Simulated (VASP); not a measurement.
# AlNi (Pm-3m) in VASP: notebook

The runs below take AlNi through single point, with PBE.

Everything below comes from runs of VASP 6.6.1. Logs are shortened: lines on timing, memory, paths and dates and some standing lists are left out, and cuts for length are marked.

## 1. The cell of the first run

It takes space group Pm-3m (No. 221, cubic). The conventional cell has a = 2.834 Å, b = 2.834 Å, c = 2.834 Å, α = 90.00°, β = 90.00°, γ = 90.00°. Within 3.2 Å of Al (site symmetry m-3m) lie 8 Ni at 2.45 Å and 6 Al at 2.83 Å. Within 3.2 Å of Ni (site symmetry m-3m) lie 8 Al at 2.45 Å and 6 Ni at 2.83 Å.

## 2. Single point, PBE (volume scaled by 0.94)

INCAR reads:

```
SYSTEM = AlNi
PREC     = Accurate       ! precision mode
ENCUT    = 520            ! plane-wave cutoff, eV
EDIFF    = 1E-6           ! SCF threshold, eV
ISMEAR   = 0              ! smearing method
SIGMA    = 0.1            ! smearing width, eV
LREAL    = .False.        ! projectors in reciprocal space
LASPH    = .True.         ! aspherical terms in the spheres
NELM     = 80             ! most SCF steps
ALGO     = Normal         ! electronic algorithm
ISIF     = 2              ! what is computed and relaxed
LWAVE    = .False.        ! write WAVECAR
LCHARG   = .True.         ! write CHGCAR
GGA      = PE             ! functional
LELF     = .True.         ! ELF
LVHAR    = .True.       
NBANDS   = 14             ! bands
```

KPOINTS reads:

```
Automatic mesh
0
Gamma
  14 14 14
  0 0 0
```

POSCAR reads:

```
AlNi
1.0
    2.8340244398      0.0000000000      0.0000000000
    0.0000000000      2.8340244398      0.0000000000
    0.0000000000      0.0000000000      2.8340244398
Al Ni
1 1
Direct
    0.0000000000      0.0000000000      0.0000000000
    0.5000000000      0.5000000000      0.5000000000
```

Potentials or basis: VASP PAW PBE potentials, release 64 (Al, Ni).

The run is started by

```bash
$ cat potpaw_PBE.64/Al/POTCAR potpaw_PBE.64/Ni/POTCAR > POTCAR
$ mpirun -np 1 vasp_std > vasp.out
```

OUTCAR:

```text
SYSTEM = AlNi
   PREC = Accurate
   ENCUT = 520
   EDIFF = 1E-6
   ISMEAR = 0
   LREAL = .False.
   LASPH = .True.
   NELM = 80
   ISIF = 2
   GGA = PE

 ion  position               nearest neighbor table
   1  0.000  0.000  0.000-   2 2.45   2 2.45   2 2.45   2 2.45   2 2.45   2 2.45   2 2.45   2 2.45

   2  0.500  0.500  0.500-   1 2.45   1 2.45   1 2.45   1 2.45   1 2.45   1 2.45   1 2.45   1 2.45

  LATTYP: Found a simple cubic cell.
 ALAT       =     2.8340244398

  Lattice vectors:

 A1 = (   2.8340244398,   0.0000000000,   0.0000000000)
 A2 = (   0.0000000000,   2.8340244398,   0.0000000000)
 A3 = (   0.0000000000,   0.0000000000,   2.8340244398)

Analysis of symmetry for initial positions (statically):
=====================================================================
 Subroutine PRICEL returns:
 Original cell was already a primitive cell.

 Routine SETGRP: Setting up the symmetry group for a
 simple cubic supercell.

 Subroutine GETGRP returns: Found 48 space group operations
 (whereof 48 operations were pure point group operations)
 out of a pool of 48 trial point group operations.

The static configuration has the point symmetry O_h .

Analysis of symmetry for dynamics (positions and initial velocities):
=====================================================================
 Subroutine PRICEL returns:
 Original cell was already a primitive cell.

 Routine SETGRP: Setting up the symmetry group for a
 simple cubic supercell.

 Subroutine GETGRP returns: Found 48 space group operations
 (whereof 48 operations were pure point group operations)
 out of a pool of 48 trial point group operations.

The dynamic configuration has the point symmetry O_h .

 Subroutine INISYM returns: Found 48 space group operations
 (whereof 48 operations are pure point group operations),
 and found     1 'primitive' translations

----------------------------------------------------------------------------------------

                                     Primitive cell

  volume of cell :      22.7620

  direct lattice vectors                    reciprocal lattice vectors
     2.834024440  0.000000000  0.000000000     0.352855108  0.000000000  0.000000000
     0.000000000  2.834024440  0.000000000     0.000000000  0.352855108  0.000000000
     0.000000000  0.000000000  2.834024440     0.000000000  0.000000000  0.352855108

  length of vectors
     2.834024440  2.834024440  2.834024440     0.352855108  0.352855108  0.352855108

  position of ions in fractional coordinates (direct lattice)
     0.000000000  0.000000000  0.000000000
     0.500000000  0.500000000  0.500000000

  ion indices of the primitive-cell ions
   primitive index   ion index
                 1           1
                 2           2

----------------------------------------------------------------------------------------

 KPOINTS: Automatic mesh

Automatic generation of k-mesh.
 Grid dimensions read from file:
 generate k-points for:   14   14   14

 Generating k-lattice:

  Cartesian coordinates                     Fractional coordinates (reciprocal lattice)
     0.025203936  0.000000000  0.000000000     0.071428571  0.000000000  0.000000000
     0.000000000  0.025203936  0.000000000     0.000000000  0.071428571  0.000000000
     0.000000000  0.000000000  0.025203936     0.000000000  0.000000000  0.071428571

  Length of vectors
     0.025203936  0.025203936  0.025203936

  Shift w.r.t. Gamma in fractional coordinates (k-lattice)
     0.000000000  0.000000000  0.000000000

 Subroutine IBZKPT returns following result:
 ===========================================

 Found    120 irreducible k-points:

 Following reciprocal coordinates:
            Coordinates               Weight
  0.000000  0.000000  0.000000      1.000000
  0.071429  0.000000  0.000000      6.000000
  0.142857  0.000000  0.000000      6.000000
  0.214286  0.000000  0.000000      6.000000
  0.285714  0.000000  0.000000      6.000000
  0.357143  0.000000  0.000000      6.000000
[... 16 lines left out ...]
  0.285714  0.214286  0.000000     24.000000
  0.357143  0.214286  0.000000     24.000000
 [... further k-points ...]
   k-points           NKPTS =    120   k-points in BZ     NKDIM =    120   number of bands    NBANDS=     14
   number of dos      NEDOS =    301   number of ions     NIONS =      2
   total plane-waves  NPLWV =  13824
   dimension x,y,z NGX =    24 NGY =   24 NGZ =   24
   dimension x,y,z NGXF=    48 NGYF=   48 NGZF=   48
   ions per type =               1   1
   NGX,Y,Z   is equivalent  to a cutoff of  14.08, 14.08, 14.08 a.u.
   NGXF,Y,Z  is equivalent  to a cutoff of  28.16, 28.16, 28.16 a.u.
 SYSTEM =  AlNi
   PREC   = accura    normal or accurate (medium, high low for compatibility)
   ISTART =      0    job   : 0-new  1-cont  2-samecut
   ICHARG =      2    charge: 1-file 2-atom 10-const
   ISPIN  =      1    spin polarized calculation?
   LNONCOLLINEAR =      F non collinear calculations
   LSORBIT =      F    spin-orbit coupling
   LASPH  =      T    aspherical Exc in radial PAW
   ENCUT  =  520.0 eV  38.22 Ry    6.18 a.u.   5.27  5.27  5.27*2*pi/ulx,y,z
   NELM   =     80;   NELMIN=  2; NELMDL= -5     # of ELM steps
   EDIFF  = 0.1E-05   stopping-criterion for ELM
   LREAL  =      F    real-space projection
   EDIFFG = 0.1E-04   stopping-criterion for IOM
   NSW    =      0    number of steps for IOM
   IBRION =     -1    ionic relax: 0-MD 1-quasi-New 2-CG
   NFREE  =      0    steps in history (QN), initial steepest desc. (CG)
   ISIF   =      2    stress and relaxation
   ISYM   =      2    0-nonsym 1-usesym 2-fastsym
   POTIM  = 0.5000    time-step for ionic-motion
   TEBEG  =    0.0;   TEEND  =   0.0 temperature during run
   PSTRESS=    0.0 pullay stress
   NELECT =      13.0000    total number of electrons
   NUPDOWN=      -1.0000    fix difference up-down
   EMIN   =  10.00;   EMAX   =-10.00  energy-range for DOS
   EFERMI =   0.00;   METHOD = LEGACY
   ISMEAR =     0;   SIGMA  =   0.10  broadening in eV -4-tet -1-fermi 0-gaus
   EFERMI_NEDOS =   21; number of points for ismear=-14 and -15
   IALGO  =     38    algorithm
   IMIX   =      4    mixing-type and parameters
     AMIX     =   0.40;   BMIX     =  1.00
     AMIX_MAG =   1.60;   BMIX_MAG =  1.00
  volume/ion in A,a.u.               =      11.38        76.80
  Fermi-wavevector in a.u.,A,eV,Ry     =   1.358269  2.566756 25.101305  1.844894
  Thomas-Fermi vector in A             =   2.485116
   LORBIT       =      0    0 simple, 1 ext, 2 COOP (PROOUT), +10 PAW based schemes
   GGA     = PE    functional components
   LHFCALC =     F    Hartree Fock is set to
   AEXX    =    0.0000 exact exchange contribution
   IVDW    =     0    specifies the selected vdW correction
   LEPSILON=     F    determine dielectric tensor
   LRPA    =     F    only Hartree local field effects (RPA)
 non-spin polarized calculation
 Gauss-broadening in eV      SIGMA  =   0.10
  energy-cutoff  :      520.00
  volume of cell :       22.76
 maximum number of plane-waves:       628
 NGX is ok and might be reduce to    24
   NGX = 11   NGY = 11   NGZ = 11

 number of electron      12.9999995 magnetization

 Free energy of the ion-electron system (eV)
  ---------------------------------------------------
  ext. energy  EPLUGINS =         0.00000000
  ---------------------------------------------------
  free energy    TOTEN  =       -10.49095650 eV

  energy without entropy =      -10.48592480  energy(sigma->0) =      -10.48844065

 E-fermi :  10.6616     XC(G=0): -12.2874

 val. band max:       10.6603156857   @ k =   0.3571   0.2143   0.0714
 cond. band min:      10.6697067134   @ k =   0.5000   0.5000   0.2857
 fundamental gap:      0.0093910276
 Fermi energy:        10.6616438718

 k-point     1 :       0.0000    0.0000    0.0000
  band No.  band energies     occupation
      1      -0.8107      2.00000
      2       7.2220      2.00000
      3       7.2220      2.00000
      4       9.0468      2.00000
      5       9.0468      2.00000
      6       9.0468      2.00000
      7      16.4067      0.00000
      8      16.4067      0.00000
      9      16.4067      0.00000
     10      18.9789      0.00000
     11      18.9789      0.00000
     12      25.3409      0.00000
     13      32.2031      0.00000
     14      32.2031      0.00000

 k-point     2 :       0.0714    0.0000    0.0000
  band No.  band energies     occupation
      1      -0.7134      2.00000
      2       7.2159      2.00000
      3       7.2458      2.00000
      4       9.0032      2.00000
      5       9.0032      2.00000
      6       9.0514      2.00000
      7      15.3880      0.00000
      8      16.5354      0.00000
      9      16.5354      0.00000
     10      18.9807      0.00000
     11      19.9115      0.00000
     12      25.6676      0.00000
     13      31.1129      0.00000
     14      31.1129      0.00000

 k-point     3 :       0.1429    0.0000    0.0000
  band No.  band energies     occupation
      1      -0.4229      2.00000
      2       7.1732      2.00000
      3       7.3134      2.00000
      4       8.8856      2.00000
      5       8.8856      2.00000
      6       9.0646      2.00000
      7      13.7448      0.00000
      8      16.9089      0.00000
      9      16.9089      0.00000
     10      18.9862      0.00000
     11      21.2580      0.00000
     12      26.6999      0.00000
     13      29.3458      0.00000
     14      29.3458      0.00000
[... 324 lines left out ...]
 k-point    23 :       0.2857    0.2143    0.0000
  band No.  band energies     occupation
      1       1.5325      2.00000
      2       6.9117      2.00000
      3       7.4603      2.00000
      4       8.2632      2.00000
      5       8.6113      2.00000
      6       8.8195      2.00000
      7      11.4296      0.00000
      8      13.9635      0.00000
      9      19.2857      0.00000
     10      19.7938      0.00000
     11      22.6851      0.00000
     12      26.4931      0.00000
     13      26.9712      0.00000
     14      28.5586      0.00000

 k-point    24 :       0.3571    0.2143    0.0000
  band No.  band energies     occupation
      1       2.3233      2.00000
      2       6.2378      2.00000
      3       7.6407      2.00000
      4       8.2151      2.00000
      5       8.4820      2.00000
      6       8.8408      2.00000
      7      10.5939      1.66184
      8      14.6036      0.00000
      9      18.7312      0.00000
     10      20.1773      0.00000
     11      22.6308      0.00000
     12      24.9970      0.00000
     13      27.2734      0.00000
     14      28.8513      0.00000

 [... further k-points ...]
[... 5 lines left out ...]
  --------------------------------------------------------------------------------------
  -------------------------------------------------------------------------------------
  Total        1.6046275      1.6046275      1.6046275      0.0000000     -0.0000000     -0.0000000
  in kB      112.9468301    112.9468301    112.9468301      0.0000000     -0.0000000     -0.0000000
  external PRESSURE =     112.9468301 kB  Pullay stress =       0.0000000 kB

 VOLUME and BASIS-vectors are now :
 -----------------------------------------------------------------------------
  energy-cutoff  :      520.00
  volume of cell :       22.76
      direct lattice vectors                 reciprocal lattice vectors
     2.834024440  0.000000000  0.000000000     0.352855108  0.000000000  0.000000000
     0.000000000  2.834024440  0.000000000     0.000000000  0.352855108  0.000000000
     0.000000000  0.000000000  2.834024440     0.000000000  0.000000000  0.352855108

 POSITION                                       TOTAL-FORCE (eV/Angst)
 -----------------------------------------------------------------------------------
      0.00000      0.00000      0.00000         0.000000      0.000000      0.000000
      1.41701      1.41701      1.41701         0.000000      0.000000      0.000000
 -----------------------------------------------------------------------------------
    total drift:                                0.000000      0.000000     -0.000000

  FREE ENERGIE OF THE ION-ELECTRON SYSTEM (eV)
  ---------------------------------------------------
  free  energy   TOTEN  =       -10.4909565037 eV

  energy  without entropy=      -10.4859247997  energy(sigma->0) =      -10.48844065
```

Wall time 18 s (1 thread of AMD EPYC 9R45 (Zen 5), shared host); peak memory 0.13 GiB.

What came out:

| Property | Result |
| --- | --- |
| Free energy | -10.4910 eV |
| Pressure | 11.3 GPa |

## 3. Single point, PBE (volume scaled by 0.97)

INCAR reads:

```
SYSTEM = AlNi
ALGO = Fast
EDIFF = 1E-6
ENCUT = 520
GGA = PE
ISIF = 2
ISMEAR = 0
LASPH = .True.
LCHARG = .False.
LREAL = .False.
LWAVE = .False.
NBANDS = 14
NELM = 80
PREC = Accurate
SIGMA = 0.1
```

KPOINTS reads:

```
k-points
0
Gamma
  14 14 14
  0 0 0
```

POSCAR reads:

```
AlNi
1.0
    2.8638584685      0.0000000000      0.0000000000
    0.0000000000      2.8638584685      0.0000000000
    0.0000000000      0.0000000000      2.8638584685
Al Ni
1 1
Direct
    0.0000000000      0.0000000000      0.0000000000
    0.5000000000      0.5000000000      0.5000000000
```

Potentials or basis: VASP PAW PBE potentials, release 64 (Al, Ni).

The run is started by

```bash
$ cat potpaw_PBE.64/Al/POTCAR potpaw_PBE.64/Ni/POTCAR > POTCAR
$ mpirun -np 1 vasp_std > vasp.out
```

Wall time 22 s (1 thread of AMD EPYC 9R45 (Zen 5), shared host); peak memory 0.13 GiB.

The run converged. Its results:

```
Free energy : -10.5280 eV
Pressure    : 5.0 GPa
```

Levels at points of the mesh, in eV from the Fermi level:
```
           k point  band 5  band 6  band 7  band 8  band 9  band 10
(0.00, 0.00, 0.00)   -1.55   -1.55    5.61    5.61    5.61     8.21
(0.50, 0.00, 0.00)   -2.27   -1.46   -0.62    8.33   10.14    10.14
(0.50, 0.50, 0.00)   -2.09   -2.09   -1.01    1.55    2.58    12.50
(0.50, 0.50, 0.50)   -0.97    2.02    2.02    2.02    3.88     4.55
```

 Spin polarisation is off, so any magnetic state and its effect on volume and gap are missing.
